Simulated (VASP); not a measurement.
# SrErAs3 (Pm-3m) in VASP: further runs

The runs below take SrErAs3 through single point, relaxation of cell and atoms, with PBE.

All numbers are computed with VASP 6.6.1; they aren't measurements. Logs are shortened: lines on timing, memory, paths and dates and some standing lists are left out, and cuts for length are marked.

## 1. The cell of the first run

It takes space group Pm-3m (No. 221, cubic). Conventional cell: a = 5.356 Å, b = 5.356 Å, c = 5.356 Å, α = 90.00°, β = 90.00°, γ = 90.00°. Within 5.0 Å of Sr (site symmetry m-3m) lie 12 As at 3.79 Å and 8 Er at 4.64 Å. Er (site symmetry m-3m) has 6 As at 2.68 Å within 3.5 Å. Within 3.5 Å of As (site symmetry 4/mmm) lie 2 Er at 2.68 Å.

## 2. Single point, PBE

The input, INCAR:

```
PREC     = Accurate       # precision mode
ENCUT    = 500            # plane-wave cutoff, eV
EDIFF    = 1E-6           # SCF threshold, eV
ISMEAR   = 0              # smearing method
SIGMA    = 0.1            # smearing width, eV
LREAL    = F              # projectors in reciprocal space
LASPH    = T              # aspherical terms in the spheres
NELM     = 200            # most SCF steps
ALGO     = Normal         # electronic algorithm
ISIF     = 2              # what is computed and relaxed
LWAVE    = F              # write WAVECAR
LCHARG   = F              # write CHGCAR
GGA      = PE             # functional
NBANDS   = 25             # bands
GGA_COMPAT= F            
LMAXMIX  = 6              # l up to which the mixer works
```

The input, KPOINTS:

```
Automatic mesh
0
Gamma
  8 8 8
```

The input, POSCAR:

```
SrErAs3
1.0
    5.3559162960      0.0000000000      0.0000000000
    0.0000000000      5.3559162960      0.0000000000
    0.0000000000      0.0000000000      5.3559162960
Sr Er As
1 1 3
Direct
    0.0000000000      0.0000000000      0.0000000000
    0.5000000000      0.5000000000      0.5000000000
    0.0000000000      0.5000000000      0.5000000000
    0.5000000000      0.0000000000      0.5000000000
    0.5000000000      0.5000000000      0.0000000000
```

Potentials or basis: VASP PAW PBE potentials, release 64 (Sr_sv, Er_3, As), 4f in core.

Launch:

```bash
$ cat potpaw_PBE.64/Sr_sv/POTCAR potpaw_PBE.64/Er_3/POTCAR potpaw_PBE.64/As/POTCAR > POTCAR
$ mpirun -np 1 vasp_std > vasp.out
```

OUTCAR:

```text
PREC = Accurate
   ENCUT = 500
   EDIFF = 1E-6
   ISMEAR = 0
   LREAL = F
   LASPH = T
   NELM = 200
   ISIF = 2
   GGA = PE

 ion  position               nearest neighbor table
   1  0.000  0.000  0.000-   3 3.79   4 3.79   5 3.79   3 3.79   4 3.79   3 3.79   5 3.79   3 3.79
                             4 3.79   5 3.79   4 3.79   5 3.79
   2  0.500  0.500  0.500-   3 2.68   4 2.68   5 2.68   5 2.68   4 2.68   3 2.68
   3  0.000  0.500  0.500-   2 2.68   2 2.68   1 3.79   1 3.79   1 3.79   1 3.79
   4  0.500  0.000  0.500-   2 2.68   2 2.68   1 3.79   1 3.79   1 3.79   1 3.79
   5  0.500  0.500  0.000-   2 2.68   2 2.68   1 3.79   1 3.79   1 3.79   1 3.79

  LATTYP: Found a simple cubic cell.
 ALAT       =     5.3559162960

  Lattice vectors:

 A1 = (   5.3559162960,   0.0000000000,   0.0000000000)
 A2 = (   0.0000000000,   5.3559162960,   0.0000000000)
 A3 = (   0.0000000000,   0.0000000000,   5.3559162960)

Analysis of symmetry for initial positions (statically):
=====================================================================
 Subroutine PRICEL returns:
 Original cell was already a primitive cell.

 Routine SETGRP: Setting up the symmetry group for a
 simple cubic supercell.

 Subroutine GETGRP returns: Found 48 space group operations
 (whereof 48 operations were pure point group operations)
 out of a pool of 48 trial point group operations.

The static configuration has the point symmetry O_h .

Analysis of symmetry for dynamics (positions and initial velocities):
=====================================================================
 Subroutine PRICEL returns:
 Original cell was already a primitive cell.

 Routine SETGRP: Setting up the symmetry group for a
 simple cubic supercell.

 Subroutine GETGRP returns: Found 48 space group operations
 (whereof 48 operations were pure point group operations)
 out of a pool of 48 trial point group operations.

The dynamic configuration has the point symmetry O_h .

 Subroutine INISYM returns: Found 48 space group operations
 (whereof 48 operations are pure point group operations),
 and found     1 'primitive' translations

----------------------------------------------------------------------------------------

                                     Primitive cell

  volume of cell :     153.6390

  direct lattice vectors                    reciprocal lattice vectors
     5.355916296  0.000000000  0.000000000     0.186709415  0.000000000  0.000000000
     0.000000000  5.355916296  0.000000000     0.000000000  0.186709415  0.000000000
     0.000000000  0.000000000  5.355916296     0.000000000  0.000000000  0.186709415

  length of vectors
     5.355916296  5.355916296  5.355916296     0.186709415  0.186709415  0.186709415

  position of ions in fractional coordinates (direct lattice)
     0.000000000  0.000000000  0.000000000
     0.500000000  0.500000000  0.500000000
     0.000000000  0.500000000  0.500000000
     0.500000000  0.000000000  0.500000000
     0.500000000  0.500000000  0.000000000

  ion indices of the primitive-cell ions
   primitive index   ion index
                 1           1
                 2           2
                 3           3
                 4           4
                 5           5

----------------------------------------------------------------------------------------

 KPOINTS: Automatic mesh

Automatic generation of k-mesh.
 Grid dimensions read from file:
 generate k-points for:    8    8    8

 Generating k-lattice:

  Cartesian coordinates                     Fractional coordinates (reciprocal lattice)
     0.023338677  0.000000000  0.000000000     0.125000000  0.000000000  0.000000000
     0.000000000  0.023338677  0.000000000     0.000000000  0.125000000  0.000000000
     0.000000000  0.000000000  0.023338677     0.000000000  0.000000000  0.125000000

  Length of vectors
     0.023338677  0.023338677  0.023338677

  Shift w.r.t. Gamma in fractional coordinates (k-lattice)
     0.000000000  0.000000000  0.000000000

 Subroutine IBZKPT returns following result:
 ===========================================

 Found     35 irreducible k-points:

 Following reciprocal coordinates:
            Coordinates               Weight
  0.000000  0.000000  0.000000      1.000000
  0.125000  0.000000  0.000000      6.000000
  0.250000  0.000000  0.000000      6.000000
  0.375000  0.000000  0.000000      6.000000
  0.500000  0.000000  0.000000      3.000000
  0.125000  0.125000  0.000000     12.000000
[... 16 lines left out ...]
  0.375000  0.375000  0.125000     24.000000
  0.500000  0.375000  0.125000     24.000000
 [... further k-points ...]
   k-points           NKPTS =     35   k-points in BZ     NKDIM =     35   number of bands    NBANDS=     25
   number of dos      NEDOS =    301   number of ions     NIONS =      5
   total plane-waves  NPLWV =  64000
   dimension x,y,z NGX =    40 NGY =   40 NGZ =   40
   dimension x,y,z NGXF=    80 NGYF=   80 NGZF=   80
   ions per type =               1   1   3
   NGX,Y,Z   is equivalent  to a cutoff of  12.42, 12.42, 12.42 a.u.
   NGXF,Y,Z  is equivalent  to a cutoff of  24.83, 24.83, 24.83 a.u.
 SYSTEM =  unknown system
   PREC   = accura    normal or accurate (medium, high low for compatibility)
   ISTART =      0    job   : 0-new  1-cont  2-samecut
   ICHARG =      2    charge: 1-file 2-atom 10-const
   ISPIN  =      1    spin polarized calculation?
   LNONCOLLINEAR =      F non collinear calculations
   LSORBIT =      F    spin-orbit coupling
   LASPH  =      T    aspherical Exc in radial PAW
   ENCUT  =  500.0 eV  36.75 Ry    6.06 a.u.   9.77  9.77  9.77*2*pi/ulx,y,z
   NELM   =    200;   NELMIN=  2; NELMDL= -5     # of ELM steps
   EDIFF  = 0.1E-05   stopping-criterion for ELM
   LREAL  =      F    real-space projection
   EDIFFG = 0.1E-04   stopping-criterion for IOM
   NSW    =      0    number of steps for IOM
   IBRION =     -1    ionic relax: 0-MD 1-quasi-New 2-CG
   NFREE  =      0    steps in history (QN), initial steepest desc. (CG)
   ISIF   =      2    stress and relaxation
   ISYM   =      2    0-nonsym 1-usesym 2-fastsym
   POTIM  = 0.5000    time-step for ionic-motion
   TEBEG  =    0.0;   TEEND  =   0.0 temperature during run
   PSTRESS=    0.0 pullay stress
   NELECT =      34.0000    total number of electrons
   NUPDOWN=      -1.0000    fix difference up-down
   EMIN   =  10.00;   EMAX   =-10.00  energy-range for DOS
   EFERMI =   0.00;   METHOD = LEGACY
   ISMEAR =     0;   SIGMA  =   0.10  broadening in eV -4-tet -1-fermi 0-gaus
   EFERMI_NEDOS =   21; number of points for ismear=-14 and -15
   IALGO  =     38    algorithm
   IMIX   =      4    mixing-type and parameters
     AMIX     =   0.40;   BMIX     =  1.00
     AMIX_MAG =   1.60;   BMIX_MAG =  1.00
  volume/ion in A,a.u.               =      30.73       207.36
  Fermi-wavevector in a.u.,A,eV,Ry     =   0.990225  1.871255 13.341140  0.980546
  Thomas-Fermi vector in A             =   2.121880
   LORBIT       =      0    0 simple, 1 ext, 2 COOP (PROOUT), +10 PAW based schemes
   GGA     = PE    functional components
   LHFCALC =     F    Hartree Fock is set to
   AEXX    =    0.0000 exact exchange contribution
   IVDW    =     0    specifies the selected vdW correction
   LEPSILON=     F    determine dielectric tensor
   LRPA    =     F    only Hartree local field effects (RPA)
 non-spin polarized calculation
 Gauss-broadening in eV      SIGMA  =   0.10
  energy-cutoff  :      500.00
  volume of cell :      153.64
 maximum number of plane-waves:      3948
 NGX is ok and might be reduce to    40
   NGX = 19   NGY = 19   NGZ = 19

 number of electron      34.0000004 magnetization

 Free energy of the ion-electron system (eV)
  ---------------------------------------------------
  ext. energy  EPLUGINS =         0.00000000
  ---------------------------------------------------
  free energy    TOTEN  =       -22.35199877 eV

  energy without entropy =      -22.33746412  energy(sigma->0) =      -22.34473144

 E-fermi :   2.3832     XC(G=0):  -8.8224

 val. band max:        2.3502013025   @ k =   0.2500   0.2500   0.1250
 cond. band min:       2.3985728538   @ k =   0.1250   0.1250   0.1250
 fundamental gap:      0.0483715513
 Fermi energy:         2.3831754818

 k-point     1 :       0.0000    0.0000    0.0000
  band No.  band energies     occupation
      1     -33.9236      2.00000
      2     -21.1926      2.00000
      3     -21.1926      2.00000
      4     -21.1926      2.00000
      5     -15.8442      2.00000
      6     -15.8442      2.00000
[... 17 lines left out ...]
     24       4.7665      0.00000
     25       4.7665      0.00000

 k-point     2 :       0.1250    0.0000    0.0000
  band No.  band energies     occupation
      1     -33.9236      2.00000
      2     -21.1948      2.00000
      3     -21.1925      2.00000
      4     -21.1925      2.00000
      5     -15.8458      2.00000
      6     -15.8440      2.00000
[... 17 lines left out ...]
     24       4.8895      0.00000
     25       5.0906      0.00000

 k-point     3 :       0.2500    0.0000    0.0000
  band No.  band energies     occupation
      1     -33.9235      2.00000
      2     -21.2000      2.00000
      3     -21.1921      2.00000
      4     -21.1921      2.00000
      5     -15.8499      2.00000
      6     -15.8437      2.00000
[... 552 lines left out ...]
 k-point    23 :       0.3750    0.3750    0.1250
  band No.  band energies     occupation
      1     -33.9234      2.00000
      2     -21.2042      2.00000
      3     -21.2042      2.00000
      4     -21.1931      2.00000
      5     -15.8518      2.00000
      6     -15.8514      2.00000
[... 17 lines left out ...]
     24       6.5596      0.00000
     25       7.1135      0.00000

 k-point    24 :       0.5000    0.3750    0.1250
  band No.  band energies     occupation
      1     -33.9233      2.00000
      2     -21.2064      2.00000
      3     -21.2041      2.00000
      4     -21.1930      2.00000
      5     -15.8530      2.00000
      6     -15.8512      2.00000
[... 17 lines left out ...]
     24       6.7298      0.00000
     25       6.8561      0.00000

 [... further k-points ...]

------------------------ aborting loop because EDIFF is reached ----------------------------------------

  FORCE on cell =-STRESS in cart. coord.  units (eV):
  Direction    XX          YY          ZZ          XY          YZ          ZX
  --------------------------------------------------------------------------------------
  -------------------------------------------------------------------------------------
  Total        0.1629609      0.1629609      0.1629609      0.0000000      0.0000000      0.0000000
  in kB        1.6993884      1.6993884      1.6993884      0.0000000      0.0000000      0.0000000
  external PRESSURE =       1.6993884 kB  Pullay stress =       0.0000000 kB

 VOLUME and BASIS-vectors are now :
 -----------------------------------------------------------------------------
  energy-cutoff  :      500.00
  volume of cell :      153.64
      direct lattice vectors                 reciprocal lattice vectors
     5.355916296  0.000000000  0.000000000     0.186709415  0.000000000  0.000000000
     0.000000000  5.355916296  0.000000000     0.000000000  0.186709415  0.000000000
     0.000000000  0.000000000  5.355916296     0.000000000  0.000000000  0.186709415

 POSITION                                       TOTAL-FORCE (eV/Angst)
 -----------------------------------------------------------------------------------
      0.00000      0.00000      0.00000         0.000000      0.000000      0.000000
      2.67796      2.67796      2.67796         0.000000      0.000000      0.000000
      0.00000      2.67796      2.67796         0.000000      0.000000      0.000000
      2.67796      0.00000      2.67796         0.000000      0.000000      0.000000
      2.67796      2.67796      0.00000         0.000000      0.000000      0.000000
 -----------------------------------------------------------------------------------
    total drift:                                0.000000      0.000000     -0.000000

  FREE ENERGIE OF THE ION-ELECTRON SYSTEM (eV)
  ---------------------------------------------------
  free  energy   TOTEN  =       -22.3519987657 eV

  energy  without entropy=      -22.3374641160  energy(sigma->0) =      -22.34473144
```

It took 2.4 min on 1 thread of AMD EPYC 7R13 (Zen 3), shared host; peak memory 0.29 GiB.

Results:

* Free energy: -22.3520 eV
* Pressure: 0.2 GPa
* Band gap on the k mesh: zero (bands 17 and 18 overlap by 1.90 eV)

Levels at points of the mesh, in eV from the Fermi level:
| k point | band 15 | band 16 | band 17 | band 18 | band 19 | band 20 |
| --- | --- | --- | --- | --- | --- | --- |
| (0.00, 0.00, 0.00) | -0.15 | -0.15 | 1.06 | 1.06 | 1.06 | 1.64 |
| (0.50, 0.00, 0.00) | -1.53 | -1.53 | -1.09 | 0.66 | 0.66 | 2.11 |
| (0.50, 0.50, 0.00) | -1.68 | -1.12 | -1.12 | -0.59 | 1.12 | 3.28 |
| (0.50, 0.50, 0.50) | -1.86 | -1.86 | 1.32 | 1.32 | 1.32 | 1.72 |

Caveat: spin-orbit coupling is left out, which moves the levels of the heavy elements; the 4f electrons are frozen in the core, so they carry no moment and show no levels. Spin polarisation is off, so any magnetic state and its effect on volume and gap are missing.

[end of part 1 of 2]

The gap in the log of VASP goes by the Fermi energy; the results here count the filled bands.